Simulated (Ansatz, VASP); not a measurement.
# PbS in VASP and in Ansatz

POSCAR

```
PbS
1.0
    0.0000000000      2.9657500000      2.9657500000
    2.9657500000      0.0000000000      2.9657500000
    2.9657500000      2.9657500000      0.0000000000
Pb S
1 1
Direct
    0.0000000000      0.0000000000      0.0000000000
    0.5000000000      0.5000000000      0.5000000000
```

The input INCAR.step1:

```
SYSTEM = PbS
PREC = Accurate ; ENCUT = 520
EDIFF = 1E-5 ; ISMEAR = -1
SIGMA = 0.05 ; LREAL = .FALSE.
LASPH = .TRUE. ; NELM = 80
ALGO = Normal ; ISIF = 2
LWAVE = .TRUE. ; LCHARG = .FALSE.
NBANDS = 17 ; GGA = PE
```

The input INCAR.step2:

```
SYSTEM = PbS
PREC = Accurate ; ENCUT = 520
EDIFF = 1E-6 ; ISMEAR = -1
SIGMA = 0.05 ; LREAL = .FALSE.
LASPH = .TRUE. ; NELM = 80
ALGO = Normal ; ISIF = 2
LWAVE = .FALSE. ; LCHARG = .FALSE.
GGA = PE ; LHFCALC = .TRUE.
AEXX = 0.2 ; HFSCREEN = 0.2
PRECFOCK = Normal ; NBANDS = 17
ISTART = 1
```

Contents of KPOINTS:

```
Automatic mesh
0
G
  4 4 4
  0 0 0
```

File input.yaml:

```yaml
crystal:
  lattice:
    - [0.0, 2.96575, 2.96575]
    - [2.96575, 0.0, 2.96575]
    - [2.96575, 2.96575, 0.0]
  atoms:
    - { symbol: Pb, position: [0.0, 0.0, 0.0] }
    - { symbol: S, position: [0.5, 0.5, 0.5] }
hamiltonian:
  xc: { exchange: pbe, correlation: pbe, exx: { coeff: 0.2, omega: 0.2 } }
  pseudopotentials: { kind: paw }
kpoints:
  mp_grid: { grid: [4, 4, 4] }
scf:
  occupations: { method: fermi_dirac, width: 0.05 }
output:
  forces: true
  stress: true
  eigenvalues: true
```

Alike in both runs: task single point; functional PBE-based screened hybrid; k mesh 4 × 4 × 4; occupations fermi-dirac, width 0.05 eV; no spin polarisation.

```csv
,VASP,Ansatz
version,VASP 6.6.1,Ansatz 0.2.0
potentials or method,"VASP PAW PBE potentials, release 64 (Pb_d, S)",Ansatz PAW
plane-wave cutoff (eV),520,420
valence electrons in the cell,20,20
```

Ansatz gave:

* gap on the k mesh at the Fermi level (eV): 0.71
* least direct gap on the mesh (eV): 0.71
* pressure (GPa): 1.4

Question: What did VASP give for the same quantities?

Answer: gap on the k mesh at the Fermi level (eV): 0.72; least direct gap on the mesh (eV): 0.72; pressure (GPa): 1.3.

VASP's potentials were made for PBE, not for PBE-based screened hybrid.

The k mesh is coarse, so the values compare programs but aren't converged. Neither program's run includes spin-orbit coupling.
